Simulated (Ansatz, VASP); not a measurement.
Rb3Al in VASP and in Ansatz

```
Rb Al
1.0
     6.02662    0.00000    0.00000
     0.00000    6.02662    0.00000
     0.00000    0.00000    6.02662
Rb Al
3 1
Direct
  0.00000 0.50000 0.50000
  0.50000 0.00000 0.50000
  0.50000 0.50000 0.00000
  0.00000 0.00000 0.00000
```

Alike in both runs: task relaxation of cell and atoms; functional PBE; k mesh 8 × 8 × 8; occupations gaussian, width 0.1 eV; no spin polarisation.

|  | VASP | Ansatz |
| --- | --- | --- |
| version | VASP 6.6.1 | Ansatz 0.2.0 |
| potentials or method | VASP PAW PBE potentials, release 64 (Rb_sv, Al), cutoff 600 eV | scalar-relativistic, plane waves, PAW |
| valence electrons in the cell | 30 | 30 |

Ansatz gave:

* gap on the k mesh at the Fermi level, each at its own relaxed structure (eV): none
* relaxed volume (Å³/atom): 56.84
* relaxed length of the cell vector where the two differ most in proportion (Å): 6.103

Problem. Estimate VASP's values.

Solution. gap on the k mesh at the Fermi level, each at its own relaxed structure (eV): none; relaxed volume (Å³/atom): 57.00; relaxed length of the cell vector where the two differ most in proportion (Å): 6.109.

A gap of «none» marks a metal or a gap that the smearing closes.
